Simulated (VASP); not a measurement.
# MgS (I4/mmm) in VASP: further runs

MgS is run at these levels: PBE; tasks: single point.

Everything below comes from runs of VASP 6.6.1. Logs are shortened: lines on timing, memory, paths and dates and some standing lists are left out, and cuts for length are marked.

## (1) The cell of the first run

It takes space group I4/mmm (No. 139, tetragonal). Conventional cell: a = 3.974 Å, b = 3.974 Å, c = 4.995 Å, α = 90.00°, β = 90.00°, γ = 90.00°. Mg (site symmetry 4/mmm) has 6 S at 2.50 to 2.81 Å within 3.3 Å. Within 3.3 Å of S (site symmetry 4/mmm) lie 6 Mg at 2.50 to 2.81 Å.

## (2) Single point, PBE (strain +0.080 along x and y, -0.040 along z)

The input, INCAR:

```
SYSTEM = MgS
PREC = Accurate
ENCUT = 520
EDIFF = 1E-6
ISMEAR = 0
SIGMA = 0.05
LREAL = .False.
LASPH = .True.
NELM = 80
ALGO = Normal
ISIF = 2
LWAVE = .False.
LCHARG = .True.
GGA = PE
LELF = .True.
LVHAR = .True.
NBANDS = 11
```

The input, KPOINTS:

```
Automatic mesh
0
Gamma
  8 8 8
  0 0 0
```

The input, POSCAR:

```
MgS
1.0
    0.0000000000      2.8097820000      2.4975840000
    2.8097820000      0.0000000000      2.4975840000
    2.8097820000      2.8097820000      0.0000000000
Mg S
1 1
Direct
    0.0000000000      0.0000000000      0.0000000000
    0.5000000000      0.5000000000      0.5000000000
```

Potentials or basis: VASP PAW PBE potentials, release 64 (Mg, S).

Launch:

```console
$ cat potpaw_PBE.64/Mg/POTCAR potpaw_PBE.64/S/POTCAR > POTCAR
$ mpirun -np 1 vasp_std > vasp.out
```

OUTCAR:

```text
SYSTEM = MgS
   PREC = Accurate
   ENCUT = 520
   EDIFF = 1E-6
   ISMEAR = 0
   LREAL = .False.
   LASPH = .True.
   NELM = 80
   ISIF = 2
   GGA = PE

 ion  position               nearest neighbor table
   1  0.000  0.000  0.000-   2 2.50   2 2.50   2 2.81   2 2.81   2 2.81   2 2.81
   2  0.500  0.500  0.500-   1 2.50   1 2.50   1 2.81   1 2.81   1 2.81   1 2.81

  LATTYP: Found a body centered tetragonal cell.
 ALAT       =     3.9736318117
 C/A-ratio  =     1.2570787221

  Lattice vectors:

 A1 = (   0.0000000000,  -2.8097820000,  -2.4975840000)
 A2 = (   0.0000000000,   2.8097820000,  -2.4975840000)
 A3 = (   2.8097820000,   0.0000000000,   2.4975840000)

Analysis of symmetry for initial positions (statically):
=====================================================================
 Subroutine PRICEL returns:
 Original cell was already a primitive cell.

 Routine SETGRP: Setting up the symmetry group for a
 body centered tetragonal supercell.

 Subroutine GETGRP returns: Found 16 space group operations
 (whereof 16 operations were pure point group operations)
 out of a pool of 16 trial point group operations.

The static configuration has the point symmetry D_4h.

Analysis of symmetry for dynamics (positions and initial velocities):
=====================================================================
 Subroutine PRICEL returns:
 Original cell was already a primitive cell.

 Routine SETGRP: Setting up the symmetry group for a
 body centered tetragonal supercell.

 Subroutine GETGRP returns: Found 16 space group operations
 (whereof 16 operations were pure point group operations)
 out of a pool of 16 trial point group operations.

The dynamic configuration has the point symmetry D_4h.

 Subroutine INISYM returns: Found 16 space group operations
 (whereof 16 operations are pure point group operations),
 and found     1 'primitive' translations

----------------------------------------------------------------------------------------

                                     Primitive cell

  volume of cell :      39.4362

  direct lattice vectors                    reciprocal lattice vectors
     0.000000000  2.809782000  2.497584000    -0.177949748  0.177949748  0.200193467
     2.809782000  0.000000000  2.497584000     0.177949748 -0.177949748  0.200193467
     2.809782000  2.809782000  0.000000000     0.177949748  0.177949748 -0.200193467

  length of vectors
     3.759361744  3.759361744  3.973631812     0.321573709  0.321573709  0.321573709

  position of ions in fractional coordinates (direct lattice)
     0.000000000  0.000000000  0.000000000
     0.500000000  0.500000000  0.500000000

  ion indices of the primitive-cell ions
   primitive index   ion index
                 1           1
                 2           2

----------------------------------------------------------------------------------------

 KPOINTS: Automatic mesh

Automatic generation of k-mesh.
 Grid dimensions read from file:
 generate k-points for:    8    8    8

 Generating k-lattice:

  Cartesian coordinates                     Fractional coordinates (reciprocal lattice)
    -0.022243719  0.022243719  0.025024183     0.125000000  0.000000000  0.000000000
     0.022243719 -0.022243719  0.025024183     0.000000000  0.125000000  0.000000000
     0.022243719  0.022243719 -0.025024183     0.000000000  0.000000000  0.125000000

  Length of vectors
     0.040196714  0.040196714  0.040196714

  Shift w.r.t. Gamma in fractional coordinates (k-lattice)
     0.000000000  0.000000000  0.000000000

 Subroutine IBZKPT returns following result:
 ===========================================

 Found     59 irreducible k-points:

 Following reciprocal coordinates:
            Coordinates               Weight
  0.000000  0.000000  0.000000      1.000000
  0.125000  0.000000  0.000000      8.000000
  0.250000  0.000000  0.000000      8.000000
  0.375000  0.000000  0.000000      8.000000
  0.500000  0.000000  0.000000      4.000000
  0.125000  0.125000  0.000000      2.000000
[... 16 lines left out ...]
  0.250000  0.000000  0.125000     16.000000
  0.375000  0.000000  0.125000     16.000000
 [... further k-points ...]
   k-points           NKPTS =     59   k-points in BZ     NKDIM =     59   number of bands    NBANDS=     11
   number of dos      NEDOS =    301   number of ions     NIONS =      2
   total plane-waves  NPLWV =  23520
   dimension x,y,z NGX =    28 NGY =   28 NGZ =   30
   dimension x,y,z NGXF=    56 NGYF=   56 NGZF=   60
   ions per type =               1   1
   NGX,Y,Z   is equivalent  to a cutoff of  12.38, 12.38, 12.55 a.u.
   NGXF,Y,Z  is equivalent  to a cutoff of  24.76, 24.76, 25.10 a.u.
 SYSTEM =  MgS
   PREC   = accura    normal or accurate (medium, high low for compatibility)
   ISTART =      0    job   : 0-new  1-cont  2-samecut
   ICHARG =      2    charge: 1-file 2-atom 10-const
   ISPIN  =      1    spin polarized calculation?
   LNONCOLLINEAR =      F non collinear calculations
   LSORBIT =      F    spin-orbit coupling
   LASPH  =      T    aspherical Exc in radial PAW
   ENCUT  =  520.0 eV  38.22 Ry    6.18 a.u.   6.99  6.99  7.39*2*pi/ulx,y,z
   NELM   =     80;   NELMIN=  2; NELMDL= -5     # of ELM steps
   EDIFF  = 0.1E-05   stopping-criterion for ELM
   LREAL  =      F    real-space projection
   EDIFFG = 0.1E-04   stopping-criterion for IOM
   NSW    =      0    number of steps for IOM
   IBRION =     -1    ionic relax: 0-MD 1-quasi-New 2-CG
   NFREE  =      0    steps in history (QN), initial steepest desc. (CG)
   ISIF   =      2    stress and relaxation
   ISYM   =      2    0-nonsym 1-usesym 2-fastsym
   POTIM  = 0.5000    time-step for ionic-motion
   TEBEG  =    0.0;   TEEND  =   0.0 temperature during run
   PSTRESS=    0.0 pullay stress
   NELECT =       8.0000    total number of electrons
   NUPDOWN=      -1.0000    fix difference up-down
   EMIN   =  10.00;   EMAX   =-10.00  energy-range for DOS
   EFERMI =   0.00;   METHOD = LEGACY
   ISMEAR =     0;   SIGMA  =   0.05  broadening in eV -4-tet -1-fermi 0-gaus
   EFERMI_NEDOS =   21; number of points for ismear=-14 and -15
   IALGO  =     38    algorithm
   IMIX   =      4    mixing-type and parameters
     AMIX     =   0.40;   BMIX     =  1.00
     AMIX_MAG =   1.60;   BMIX_MAG =  1.00
  volume/ion in A,a.u.               =      19.72       133.06
  Fermi-wavevector in a.u.,A,eV,Ry     =   0.961922  1.817768 12.589380  0.925293
  Thomas-Fermi vector in A             =   2.091336
   LORBIT       =      0    0 simple, 1 ext, 2 COOP (PROOUT), +10 PAW based schemes
   GGA     = PE    functional components
   LHFCALC =     F    Hartree Fock is set to
   AEXX    =    0.0000 exact exchange contribution
   IVDW    =     0    specifies the selected vdW correction
   LEPSILON=     F    determine dielectric tensor
   LRPA    =     F    only Hartree local field effects (RPA)
 non-spin polarized calculation
 Gauss-broadening in eV      SIGMA  =   0.05
  energy-cutoff  :      520.00
  volume of cell :       39.44
 maximum number of plane-waves:      1081
   NGX = 13   NGY = 13   NGZ = 15

 number of electron       8.0000000 magnetization

 Free energy of the ion-electron system (eV)
  ---------------------------------------------------
  ext. energy  EPLUGINS =         0.00000000
  ---------------------------------------------------
  free energy    TOTEN  =        -8.35447113 eV

  energy without entropy =       -8.35447113  energy(sigma->0) =       -8.35447113

 E-fermi :   3.1966     XC(G=0):  -9.2104

 val. band max:        2.9338987280   @ k =   0.0000   0.0000   0.0000
 cond. band min:       5.1451685947   @ k =   0.5000   0.5000   0.0000
 fundamental gap:      2.2112698667
 Fermi energy:         3.1965730062

 k-point     1 :       0.0000    0.0000    0.0000
  band No.  band energies     occupation
      1      -9.3405      2.00000
      2       2.3475      2.00000
      3       2.9339      2.00000
      4       2.9339      2.00000
      5       5.6760      0.00000
      6      10.4753      0.00000
      7      10.4753      0.00000
      8      11.5942      0.00000
      9      12.2212      0.00000
     10      13.5154      0.00000
     11      14.0963      0.00000

 k-point     2 :       0.1250    0.0000    0.0000
  band No.  band energies     occupation
      1      -9.2152      2.00000
      2       1.6651      2.00000
      3       2.6131      2.00000
      4       2.7983      2.00000
      5       6.5025      0.00000
      6      10.2992      0.00000
      7      10.5272      0.00000
      8      11.4532      0.00000
      9      11.8061      0.00000
     10      12.6101      0.00000
     11      14.7381      0.00000

 k-point     3 :       0.2500    0.0000    0.0000
  band No.  band energies     occupation
      1      -8.8816      2.00000
      2       0.1718      2.00000
      3       2.4755      2.00000
      4       2.5067      2.00000
      5       7.2556      0.00000
      6       9.8332      0.00000
      7      10.3082      0.00000
      8      11.2598      0.00000
      9      12.8654      0.00000
     10      12.8691      0.00000
     11      14.3245      0.00000
[... 267 lines left out ...]
 k-point    23 :       0.2500    0.0000    0.1250
  band No.  band energies     occupation
      1      -8.9412      2.00000
      2       0.7122      2.00000
      3       2.0590      2.00000
      4       2.4919      2.00000
      5       7.5664      0.00000
      6       9.4929      0.00000
      7       9.6538      0.00000
      8      11.5291      0.00000
      9      12.3092      0.00000
     10      13.6256      0.00000
     11      15.5423      0.00000

 k-point    24 :       0.3750    0.0000    0.1250
  band No.  band energies     occupation
      1      -8.5659      2.00000
      2      -0.5428      2.00000
      3       1.8931      2.00000
      4       2.1913      2.00000
      5       7.7641      0.00000
      6       8.8739      0.00000
      7      10.4024      0.00000
      8      11.2013      0.00000
      9      13.7306      0.00000
     10      15.0209      0.00000
     11      15.2564      0.00000

 [... further k-points ...]

------------------------ aborting loop because EDIFF is reached ----------------------------------------

  FORCE on cell =-STRESS in cart. coord.  units (eV):
  Direction    XX          YY          ZZ          XY          YZ          ZX
  --------------------------------------------------------------------------------------
  -------------------------------------------------------------------------------------
  Total       -1.7454070     -1.7454070      0.2176363      0.0000000      0.0000000     -0.0000000
  in kB      -70.9107288    -70.9107288      8.8419182      0.0000000      0.0000000     -0.0000000
  external PRESSURE =     -44.3265131 kB  Pullay stress =       0.0000000 kB

 VOLUME and BASIS-vectors are now :
 -----------------------------------------------------------------------------
  energy-cutoff  :      520.00
  volume of cell :       39.44
      direct lattice vectors                 reciprocal lattice vectors
     0.000000000  2.809782000  2.497584000    -0.177949748  0.177949748  0.200193467
     2.809782000  0.000000000  2.497584000     0.177949748 -0.177949748  0.200193467
     2.809782000  2.809782000  0.000000000     0.177949748  0.177949748 -0.200193467

 POSITION                                       TOTAL-FORCE (eV/Angst)
 -----------------------------------------------------------------------------------
      0.00000      0.00000      0.00000        -0.000000     -0.000000      0.000000
      2.80978      2.80978      2.49758         0.000000      0.000000      0.000000
 -----------------------------------------------------------------------------------
    total drift:                                0.000000      0.000000      0.000000

  FREE ENERGIE OF THE ION-ELECTRON SYSTEM (eV)
  ---------------------------------------------------
  free  energy   TOTEN  =        -8.3544711288 eV

  energy  without entropy=       -8.3544711288  energy(sigma->0) =       -8.35447113
```

Run time: 9.3 s. Hardware: 1 thread of Intel Xeon 6975P-C (Granite Rapids), shared host; peak memory 0.17 GiB.

Results:

```
Free energy            : -8.3545 eV
Pressure               : -4.4 GPa
Band gap on the k mesh : 2.21 eV, indirect (least direct gap 2.74 eV)
```

Caveat: the cell differs from its parent crystal (strain +0.080 along x and y, -0.040 along z). A k mesh can miss the band edges.

## (3) Single point, PBE (strain +0.080 along x and y, +0.000 along z)

The input, INCAR:

```
  PREC = Accurate
  ENCUT = 520
  EDIFF = 1E-6
  ISMEAR = 0
  SIGMA = 0.05
  LREAL = False
  LASPH = True
  NELM = 60
  ALGO = Normal
  ISIF = 2
  LWAVE = False
  LCHARG = False
  GGA = PE
  NBANDS = 11
```

The input, KPOINTS:

```
regular mesh
0
Gamma
  8 8 8
```

The input, POSCAR:

```
MgS
1.0
    0.0000000000      2.8097820000      2.6016500000
    2.8097820000      0.0000000000      2.6016500000
    2.8097820000      2.8097820000      0.0000000000
Mg S
1 1
Direct
    0.0000000000      0.0000000000      0.0000000000
    0.5000000000      0.5000000000      0.5000000000
```

Potentials or basis: VASP PAW PBE potentials, release 64 (Mg, S).

Launch:

```console
$ cat potpaw_PBE.64/Mg/POTCAR potpaw_PBE.64/S/POTCAR > POTCAR
$ mpirun -np 1 vasp_std > vasp.out
```

Wall time 9 s (1 thread of Intel Xeon 6975P-C (Granite Rapids), shared host); peak memory 0.17 GiB.

The run converged. Its results:

```yaml
Free_energy: -8.3308 eV
Pressure: -7.3 GPa
Band_gap_on_the_k_mesh: 2.19 eV, indirect (least direct gap 2.52 eV)
```

Stress tensor (GPa, compression positive):
```
-8.43  0.00  0.00
 0.00 -8.43  0.00
 0.00  0.00 -5.08
```

Levels at points of the mesh, in eV from the valence-band top:
| k point | band 2 | band 3 | band 4 | band 5 | band 6 | band 7 |
| --- | --- | --- | --- | --- | --- | --- |
| (0.00, 0.00, 0.00) | -0.37 | 0.00 | 0.00 | 2.52 | 7.69 | 7.69 |
| (0.50, 0.00, 0.00) | -4.21 | -0.63 | -0.50 | 4.15 | 6.24 | 7.05 |
| (0.50, 0.50, 0.00) | -3.54 | -1.65 | -1.65 | 2.19 | 4.52 | 10.99 |
| (0.50, 0.00, 0.50) | -3.57 | -1.70 | -1.08 | 2.45 | 4.79 | 10.16 |

Caveat: the cell differs from its parent crystal (strain +0.080 along x and y, +0.000 along z). A k mesh can miss the band edges.
